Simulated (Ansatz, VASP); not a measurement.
# One calculation of Ti, two programs

Contents of INCAR:

```
SYSTEM = Ti
PREC = Accurate ; ENCUT = 520
EDIFF = 1E-6 ; ISMEAR = 0
SIGMA = 0.15 ; LREAL = .FALSE.
LASPH = .TRUE. ; NELM = 60
ALGO = Fast ; ISIF = 2
LWAVE = .FALSE. ; LCHARG = .FALSE.
GGA = PS ; NBANDS = 19
```

File KPOINTS:

```
regular mesh
0
G
  24 24 14
  0 0 0
```

Contents of POSCAR:

```
Ti
1.0
    3.0164526083      0.0000000000      0.0000000000
   -1.5082263041      2.6123245881      0.0000000000
    0.0000000000      0.0000000000      4.9582696825
Ti
2
Direct
    0.3333333333      0.6666666667      0.2500000000
    0.6666666667      0.3333333333      0.7500000000
```

Input for Ansatz:

```yaml
crystal:
  lattice:
    - [3.0164526083, 0.0, 0.0]
    - [-1.5082263041, 2.6123245881, 0.0]
    - [0.0, 0.0, 4.9582696825]
  atoms:
    - { symbol: Ti, position: [0.3333333333, 0.6666666667, 0.25] }
    - { symbol: Ti, position: [0.6666666667, 0.3333333333, 0.75] }
basis:
  ecutwfc: 420
kpoints:
  mp_grid: { grid: [24, 24, 14] }
hamiltonian:
  xc: pbesol
scf:
  occupations: { method: gaussian, width: 0.15 }
output:
  forces: true
  stress: true
  eigenvalues: true
```

Change from the starting cell: strain +0.040 along x and y, +0.080 along z, atoms carried along.

Alike in both runs: task single point; functional PBEsol; k mesh 24 × 24 × 14; occupations gaussian, width 0.15 eV; no spin polarisation.

|  | VASP | Ansatz |
| --- | --- | --- |
| version | VASP 6.6.1 | Ansatz 0.2.0 |
| potentials or method | VASP PAW PBE potentials, release 64 (Ti_sv), cutoff 520 eV | scalar-relativistic, plane waves, PAW |
| valence electrons in the cell | 24 | 24 |

```tsv
	VASP	Ansatz	Ansatz less VASP
gap on the k mesh at the Fermi level (eV)	none	none	-
pressure (GPa)	-14.1	-13.9	+0.18
traceless stress, the component that is largest in VASP (GPa)	-2.26	-2.29	-0.036
```

VASP's potentials were made for PBE, not for PBEsol. A gap of «none» marks a metal or a gap that the smearing closes.
